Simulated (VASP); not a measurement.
Write the native input for VASP 6.6.1 that does the following.

* Task: single point
* Functional: PBE
* Potentials or basis: VASP PAW PBE potentials, release 64 (W_sv, I)
* Cutoff: 520 eV
* k mesh: 6 × 6 × 6
* Occupations: gaussian, width 0.01 eV
* Spin: no spin polarisation
* Dipole correction: no
* Further INCAR settings: ALGO = Normal; EDIFF = 1e-06; NBANDS = 37

The structure of WI6 lies in POSCAR:

```
WI6
1.0
    0.0000000000      5.6054265878      5.6054265878
    5.6054265878      0.0000000000      5.6054265878
    5.6054265878      5.6054265878      0.0000000000
W I
1 6
Direct
    0.0000000000      0.0000000000      0.0000000000
    0.7585929676      0.2414070324      0.2414070324
    0.2414070324      0.7585929676      0.7585929676
    0.2414070324      0.7585929676      0.2414070324
    0.7585929676      0.2414070324      0.7585929676
    0.2414070324      0.2414070324      0.7585929676
    0.7585929676      0.7585929676      0.2414070324
```

These files were run (other wordings do the same):

INCAR

```
PREC     = Accurate       # precision mode
ENCUT    = 520            # plane-wave cutoff, eV
EDIFF    = 1E-6           # SCF threshold, eV
ISMEAR   = 0              # smearing method
SIGMA    = 0.01           # smearing width, eV
LREAL    = False          # projectors in reciprocal space
LASPH    = True           # aspherical terms in the spheres
NELM     = 60             # most SCF steps
ALGO     = Normal         # electronic algorithm
ISIF     = 2              # what is computed and relaxed
LWAVE    = False          # write WAVECAR
LCHARG   = False          # write CHGCAR
GGA      = PE             # functional
NBANDS   = 37             # bands
```

KPOINTS

```
regular mesh
0
Gamma
  6 6 6
```

Potentials or basis: VASP PAW PBE potentials, release 64 (W_sv, I).

Command:

```console
$ cat potpaw_PBE.64/W_sv/POTCAR potpaw_PBE.64/I/POTCAR > POTCAR
$ mpirun -np 1 vasp_std > vasp.out
```

It gave:

- Pressure: 0.4 GPa

Wall time 3.6 min on 1 thread of Intel(R) Xeon(R) 6975P-C (Granite Rapids), with other jobs on the host, peak memory 0.55 GiB.
